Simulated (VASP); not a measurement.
Wanted: the native input for a VASP 6.6.1 run.

* Task: single point
* Functional: PBEsol
* Potentials or basis: VASP PAW PBE potentials, release 64 (W_sv)
* Cutoff: 500 eV
* k mesh: 18 × 18 × 18
* Occupations: gaussian, width 0.1 eV
* Spin: no spin polarisation
* Dipole correction: no
* Further INCAR settings: ALGO = Normal; EDIFF = 1e-06; NBANDS = 13

The structure of W lies in POSCAR:

```
W
1.0
   -1.5772640237      1.5772640237      1.5772640237
    1.5772640237     -1.5772640237      1.5772640237
    1.5772640237      1.5772640237     -1.5772640237
W
1
Direct
    0.0000000000      0.0000000000      0.0000000000
```

One way to write it, as run:

INCAR

```
PREC     = Accurate       # precision mode
ENCUT    = 500            # plane-wave cutoff, eV
EDIFF    = 1E-6           # SCF threshold, eV
ISMEAR   = 0              # smearing method
SIGMA    = 0.1            # smearing width, eV
LREAL    = F              # projectors in reciprocal space
LASPH    = T              # aspherical terms in the spheres
NELM     = 120            # most SCF steps
ALGO     = Normal         # electronic algorithm
ISIF     = 2              # what is computed and relaxed
LWAVE    = F              # write WAVECAR
LCHARG   = F              # write CHGCAR
GGA      = PS             # functional
NBANDS   = 13             # bands
GGA_COMPAT= F
```

KPOINTS

```
regular mesh
0
Gamma
  18 18 18
```

Potentials or basis: VASP PAW PBE potentials, release 64 (W_sv).

The run is started by

```console
$ cat potpaw_PBE.64/W_sv/POTCAR > POTCAR
$ mpirun -np 1 vasp_std > vasp.out
```

It gave:

The pressure is 0.6 GPa. The band gap on the k mesh is zero (band 7 reaches 16.67 eV, above the bottom of band 8 at 10.17 eV).

Caveat: the PAW data sets were made with another functional, which shifts forces and pressure a little; spin-orbit coupling is left out, which moves the levels of the heavy elements.

It took 21 s on 1 thread of Intel(R) Xeon(R) Platinum 8488C (Sapphire Rapids), with other jobs on the host, peak memory 0.15 GiB.
